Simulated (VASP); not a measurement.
# TaN: single point with PBE-based screened hybrid with 40 % exact exchange

Crystal: TaN.

```
Ta N
1.0
     2.93800    0.00000    0.00000
    -1.46900    2.54438    0.00000
     0.00000    0.00000    2.88300
Ta N
1 1
Direct
  0.00000 0.00000 0.50000
  0.66667 0.33333 0.00000
```

```
Program                            : VASP 6.6.1
Task                               : single point
Functional                         : PBE-based screened hybrid with 40 % exact exchange
Potentials or basis                : VASP PAW PBE potentials, release 64 (Ta_sv_GW, N)
Cutoff                             : 520 eV
k mesh                             : 5 × 5 × 5
Occupations                        : fermi-dirac, width 0.05 eV
Spin                               : no spin polarisation
Dipole correction                  : no
Grid for exact exchange (PRECFOCK) : Normal
Share of exact exchange            : 0.4
Further INCAR settings             : ALGO = Normal; EDIFF = 1e-06; NBANDS = 16
Screening parameter                : 0.2 1/Å
```

```json
{"Pressure": "-22.5 GPa", "Band gap on the k mesh": "zero (filled and empty bands touch)"}
```

Stress tensor (GPa, compression positive):
```
-22.21   0.00   0.00
  0.00 -22.21   0.00
  0.00   0.00 -23.04
```

Levels at points of the mesh, in eV from the Fermi level:
```csv
k point,band 7,band 8,band 9,band 10,band 11,band 12
"(0.00, 0.00, 0.00)",-6.22,-5.66,-4.40,2.56,4.32,4.32
```

Run time: 20 min on 1 thread of Intel(R) Xeon(R) Platinum 8488C (Sapphire Rapids), with other jobs on the host, peak memory 0.26 GiB.

Caveat: the k points lie up to 0.49 Å⁻¹ apart; the PAW data sets were made with another functional, which shifts forces and pressure a little; spin-orbit coupling is left out, which moves the levels of the heavy elements.
